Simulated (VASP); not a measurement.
Ga2O, 6 atoms in the cell. Symmetry: I4/mcm, No. 140, tetragonal system. The conventional cell has a = 5.893 Å, b = 5.893 Å, c = 4.878 Å, α = 90.00°, β = 90.00°, γ = 90.00°. Ga (site symmetry m2m) has 4 O at 2.53 Å and 11 Ga at 2.68 to 3.13 Å within 3.3 Å. O (site symmetry 422) has 2 O at 2.44 Å and 8 Ga at 2.53 Å within 3.2 Å. The cell was built from a structure type or drawn by symmetry, and may not be a known phase.

* Program: VASP 6.6.1
* Task: single point
* Functional: PBE
* Potentials or basis: VASP PAW PBE potentials, release 64 (Ga_d, O)
* Cutoff: 520 eV
* k mesh: 4 × 4 × 4
* Occupations: gaussian, width 0.1 eV
* Spin: collinear spin, ferromagnetic start
* Starting moments: [0.0, 0.0, 0.0, 0.0, 1.0, 1.0] μB
* Dipole correction: no
* Further INCAR settings: ALGO = Normal; EDIFF = 1e-06; NBANDS = 45

Potentials or basis: VASP PAW PBE potentials, release 64 (Ga_d, O).

The run is started by

```console
$ cat potpaw_PBE.64/Ga_d/POTCAR potpaw_PBE.64/O/POTCAR > POTCAR
$ mpirun -np 1 vasp_std > vasp.out
```

Hardware: 1 thread of Intel(R) Xeon(R) 6975P-C (Granite Rapids), on a shared host.

**Question.** Estimate the wall time of this run.

**Answer.** Run time: 66 s on 1 thread of Intel(R) Xeon(R) 6975P-C (Granite Rapids) (shared host), peak memory 0.27 GiB. Counts: scf iterations 18, k points 13.
